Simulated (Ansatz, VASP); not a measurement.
## CdS: VASP beside Ansatz

The input INCAR:

```
ALGO = Normal
EDIFF = 1E-8
ENCUT = 520
GGA = PS
ISIF = 2
ISMEAR = -1
LASPH = T
LCHARG = F
LEFG = T
LREAL = F
LWAVE = F
NBANDS = 26
NELM = 80
PREC = Accurate
SIGMA = 0.01
```

Contents of KPOINTS:

```
k-points
0
Gamma
  7 7 4
```

The input POSCAR:

```
CdS
1.0
    4.0503918620      0.0000000000      0.0000000000
   -2.0251959310      3.5077422478      0.0000000000
    0.0000000000      0.0000000000      6.6112266477
Cd S
2 2
Direct
    0.3333333333      0.6666666667      0.0000000000
    0.6666666667      0.3333333333      0.5000000000
    0.3333333333      0.6666666667      0.3850000000
    0.6666666667      0.3333333333      0.8850000000
```

Input for Ansatz:

```yaml
crystal:
  lattice:
    - [4.050391862, 0.0, 0.0]
    - [-2.025195931, 3.5077422478, 0.0]
    - [0.0, 0.0, 6.6112266477]
  atoms:
    - { symbol: Cd, position: [0.3333333333, 0.6666666667, 0.0] }
    - { symbol: Cd, position: [0.6666666667, 0.3333333333, 0.5] }
    - { symbol: S, position: [0.3333333333, 0.6666666667, 0.385] }
    - { symbol: S, position: [0.6666666667, 0.3333333333, 0.885] }
kpoints:
  mp_grid: { grid: [7, 7, 4] }
scf:
  occupations: { method: fermi_dirac, width: 0.01 }
hamiltonian:
  xc: pbesol
  pseudopotentials: { kind: all_electron, datasets: crystal }
output:
  forces: true
  stress: true
  eigenvalues: true
  efg: { contact_densities: true }
```

Change from the starting cell: volume scaled by 0.94, crystal datasets.

Alike in both runs: task electric field gradients; functional PBEsol; k mesh 7 × 7 × 4; occupations fermi-dirac, width 0.01 eV; no spin polarisation.

|  | VASP | Ansatz |
| --- | --- | --- |
| version | VASP 6.6.1 | Ansatz 0.2.0 |
| potentials or method | VASP PAW PBE potentials, release 64 (Cd, S), cutoff 520 eV | all-electron PAW with datasets made for the crystal, scalar-relativistic |

Ansatz gave:

```
gap on the k mesh at the Fermi level (eV)                     : 1.22
pressure (GPa)                                                : 3.6
traceless stress, the component that is largest in VASP (GPa) : -1.98
rms of the force components (eV/Å)                            : 0.181
size of Vzz on the site where it differs most (V/Å²)          : 34.1
```

Q: Estimate VASP's values.

A: gap on the k mesh at the Fermi level (eV): 1.22; pressure (GPa): 4.1; traceless stress, the component that is largest in VASP (GPa): -2.05; rms of the force components (eV/Å): 0.187; size of Vzz on the site where it differs most (V/Å²): 38.4.

VASP's potentials were made for PBE, not for PBEsol. Atom by atom the forces differ by 0.006 eV/Å (rms over components). Ansatz ran all-electron here, and VASP with PAW potentials.
